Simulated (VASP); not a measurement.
**VSb3: single point with PBE**

The system is VSb3.

```xyz
4
Lattice="4.6125 0.0000 0.0000 0.0000 4.6125 0.0000 0.0000 0.0000 4.6125" Properties=species:S:1:pos:R:3 pbc="T T T"
V     0.0000    0.0000    0.0000
Sb    0.0000    2.3063    2.3063
Sb    2.3063    0.0000    2.3063
Sb    2.3063    2.3063    0.0000
```

```
Program                : VASP 6.6.1
Task                   : single point
Functional             : PBE
Potentials or basis    : VASP PAW PBE potentials, release 64 (V_sv, Sb)
Cutoff                 : 520 eV
k mesh                 : 10 × 10 × 10
Occupations            : gaussian, width 0.1 eV
Spin                   : collinear spin, ferromagnetic start
Starting moments       : [3.18, 0.0, 0.0, 0.0] μB
Dipole correction      : no
Further INCAR settings : ALGO = Normal; EDIFF = 1e-06; NBANDS = 26
```

```json
{
  "Pressure": "0.0 GPa",
  "Net moment": "3.06 μB per cell",
  "Site moments": "V +2.71; Sb -0.04 μB",
  "Valence electrons inside the program's atomic spheres": "V 11.30; Sb 2.38"
}
```

Levels at points of the mesh, in eV from the Fermi level:
Spin up:
```
           k point  band 13  band 14  band 15  band 16  band 17  band 18  band 19  band 20
(0.00, 0.00, 0.00)    -0.61    -0.49    -0.49    -0.36     0.78     0.78     0.78     2.77
(0.50, 0.00, 0.00)    -1.75    -0.77    -0.56    -0.33     0.14     0.14     1.64     3.21
(0.50, 0.50, 0.00)    -1.00    -1.00    -0.58    -0.54    -0.03     1.48     1.48     2.89
(0.50, 0.50, 0.50)    -0.39    -0.39     0.00     0.00     0.00     4.21     4.21     4.49
```
Spin down:
| k point | band 9 | band 10 | band 11 | band 12 | band 13 | band 14 | band 15 | band 16 | band 17 | band 18 |
| --- | --- | --- | --- | --- | --- | --- | --- | --- | --- | --- |
| (0.00, 0.00, 0.00) | -4.43 | -4.43 | 0.43 | 0.71 | 0.71 | 0.71 | 1.41 | 1.41 | 1.41 | 1.72 |
| (0.50, 0.00, 0.00) | -3.53 | -1.94 | -1.64 | -1.64 | -1.45 | -0.72 | 1.53 | 1.57 | 1.57 | 2.13 |
| (0.50, 0.50, 0.00) | -2.51 | -1.82 | -1.82 | -1.54 | -0.89 | -0.89 | 1.70 | 1.80 | 2.16 | 3.24 |
| (0.50, 0.50, 0.50) | -4.92 | -4.92 | -4.92 | -0.09 | 2.22 | 2.22 | 2.24 | 2.24 | 2.24 | 4.16 |

It took 3.4 min on 1 thread of Intel(R) Xeon(R) Platinum 8259CL CPU @ 2.50GHz (Skylake/Cascade Lake), on a shared host, peak memory 0.38 GiB.

Caveat: spin-orbit coupling is left out, which moves the levels of the heavy elements.
